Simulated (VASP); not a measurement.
Here is a VASP 6.6.1 calculation.

File POSCAR:

```
BiTe
1.0
    0.0000000000      3.2350000000      3.2350000000
    3.2350000000      0.0000000000      3.2350000000
    3.2350000000      3.2350000000      0.0000000000
Bi Te
1 1
Direct
    0.0000000000      0.0000000000      0.0000000000
    0.5000000000      0.5000000000      0.5000000000
```

Contents of INCAR.step1:

```
SYSTEM = BiTe
ALGO = Normal ; EDIFF = 1E-4
ENCUT = 600 ; GGA = PE
ISMEAR = -1 ; LASPH = .True.
LCHARG = .False. ; LREAL = .False.
LWAVE = .True. ; NELM = 80
PREC = Accurate ; SIGMA = 0.1
```

INCAR.step2

```
SYSTEM = BiTe
ALGO = Normal ; EDIFF = 1E-6
EDIFFG = -0.01 ; ENCUT = 600
IBRION = 2 ; ISIF = 3
ISMEAR = -1 ; ISTART = 1
LASPH = .True. ; LCHARG = .False.
LMIXTAU = .True. ; LREAL = .False.
LWAVE = .False. ; METAGGA = R2SCAN
NELM = 80 ; NSW = 80
PREC = Accurate ; SIGMA = 0.1
```

The input KPOINTS:

```
k-points
0
Gamma
  9 9 9
  0 0 0
```

Potentials or basis: VASP PAW PBE potentials, release 64 (Bi_d, Te).

Command:

```sh
$ cat potpaw_PBE.64/Bi_d/POTCAR potpaw_PBE.64/Te/POTCAR > POTCAR
$ cp INCAR.step1 INCAR
$ mpirun -np 1 vasp_std > vasp.out
$ cp INCAR.step2 INCAR
$ mpirun -np 1 vasp_std > vasp.out
```

Predict the band gap on the k mesh.

zero (an odd number of electrons rules out a gap without spin polarisation).

Final structure:
```
Bi Te
1.0
     0.00000    3.23500    3.23500
     3.23500    0.00000    3.23500
     3.23500    3.23500    0.00000
Bi Te
1 1
Cartesian
  0.0000 0.0000 0.0000
  3.2350 3.2350 3.2350
```

Caveat: the relaxation stopped at its first step, so nothing moved; spin-orbit coupling is left out, which moves the levels of the heavy elements.
